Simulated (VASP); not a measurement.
Runs of VASP 6.6.1 on NaH. Symmetry: F-43m, No. 216, cubic system. Conventional cell: a = 5.194 Å, b = 5.194 Å, c = 5.194 Å, α = 90.00°, β = 90.00°, γ = 90.00°. Na (site symmetry -43m) has 4 H at 2.25 Å within 3.0 Å. Within 3.0 Å of H (site symmetry -43m) lie 4 Na at 2.25 Å. 

```csv
level,share of exact exchange,screening parameter,gap on the mesh (eV),pressure (GPa)
HSE06,0.25,0.2079 1/Å,4.61,0.1
PBE-based screened hybrid with 30 % exact exchange,0.3,0.1 1/Å,(a),0.0
PBE-based screened hybrid with 35 % exact exchange,0.35,0.3 1/Å,(b),0.0
PBE-based screened hybrid with 75 % exact exchange,0.75,0.2078 1/Å,6.72,-0.3
```

Alike in all rows: task single point; potentials or basis VASP PAW PBE potentials, release 64 (Na_pv, H); no spin polarisation; cell as given; k mesh 4 × 4 × 4; cutoff (eV) 520; smearing gaussian 0.01 eV.

Question: Estimate the missing entries.

Answer: (a) 5.24; (b) 4.72.

Caveats: all runs use coarse meshes; the PAW data sets were made with another functional, which shifts forces and pressure a little.

A k mesh can miss the band edges.
